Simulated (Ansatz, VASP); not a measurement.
**NaHF2: VASP beside Ansatz**

Contents of INCAR:

```
SYSTEM = NaHF2
ALGO     = Normal         ! electronic algorithm
EDIFF    = 1E-6           ! SCF threshold, eV
ENCUT    = 520            ! plane-wave cutoff, eV
ISIF     = 2              ! what is computed and relaxed
ISMEAR   = -1             ! smearing method
LASPH    = .TRUE.         ! aspherical terms in the spheres
LCHARG   = .FALSE.        ! write CHGCAR
LREAL    = .FALSE.        ! projectors in reciprocal space
LWAVE    = .FALSE.        ! write WAVECAR
NBANDS   = 19             ! bands
NELM     = 60             ! most SCF steps
PREC     = Accurate       ! precision mode
SIGMA    = 0.02           ! smearing width, eV
```

Contents of KPOINTS:

```
k-points
0
G
  10 10 10
  0 0 0
```

POSCAR

```
NaHF2
1.0
    1.7457296693      1.0078974945      4.6388706988
   -1.7457296693      1.0078974945      4.6388706988
    0.0000000000     -2.0157949890      4.6388706988
Na H F
1 1 2
Direct
    0.0000000000      0.0000000000      0.0000000000
    0.5000000000      0.5000000000      0.5000000000
    0.4100000000      0.4100000000      0.4100000000
    0.5900000000      0.5900000000      0.5900000000
```

Input for Ansatz:

```yaml
crystal:
  lattice:
    - [1.7457296693, 1.0078974945, 4.6388706988]
    - [-1.7457296693, 1.0078974945, 4.6388706988]
    - [0.0, -2.015794989, 4.6388706988]
  atoms:
    - { symbol: Na, position: [0.0, 0.0, 0.0] }
    - { symbol: H, position: [0.5, 0.5, 0.5] }
    - { symbol: F, position: [0.41, 0.41, 0.41] }
    - { symbol: F, position: [0.59, 0.59, 0.59] }
kpoints:
  mp_grid: { grid: [10, 10, 10] }
  band_path:
    path:
      - [0.0, 0.0, 0.0]
      - [0.5, 0.5, 0.5]
      - [0.80186187, 0.19813813, 0.5]
      - [0.5, -0.19813813, 0.19813813]
      - [0.5, 0.0, 0.0]
      - [0.0, 0.0, 0.0]
      - [0.349069065, -0.349069065, 0.0]
      - [0.650930935, 0.0, 0.349069065]
      - [0.5, 0.0, 0.5]
    npoints: 5
scf:
  occupations: { method: fermi_dirac, width: 0.02 }
hamiltonian:
  xc: lda
  pseudopotentials: { kind: all_electron, lapw: { basis_error: 0.001 } }
output:
  forces: true
  stress: true
  eigenvalues: true
```

Change from the starting cell: equal xx and yy strain of +1 %.

Alike in both runs: task single point; functional LDA; k mesh 10 × 10 × 10; occupations fermi-dirac, width 0.02 eV; no spin polarisation.

|  | VASP | Ansatz |
| --- | --- | --- |
| version | VASP 6.6.1 | Ansatz 0.2.0 |
| potentials or method | VASP PAW LDA potentials, release 64 (Na_pv, H, F), cutoff 520 eV | all-electron LAPW, scalar-relativistic |

Ansatz gave:

```
gap on the k mesh at the Fermi level (eV)                     : 6.30
pressure (GPa)                                                : -7.4
traceless stress, the component that is largest in VASP (GPa) : -10.76
rms of the force components (eV/Å)                            : 0.868
```

**Question.** What did VASP give for the same quantities?

**Answer.** gap on the k mesh at the Fermi level (eV): 6.28; pressure (GPa): -7.4; traceless stress, the component that is largest in VASP (GPa): -10.39; rms of the force components (eV/Å): 0.848.

LDA's correlation is that of Perdew and Zunger in VASP and of Perdew and Wang (1992) in Ansatz. Atom by atom the forces differ by 0.020 eV/Å (rms over components). Ansatz ran all-electron here, and VASP with PAW potentials.
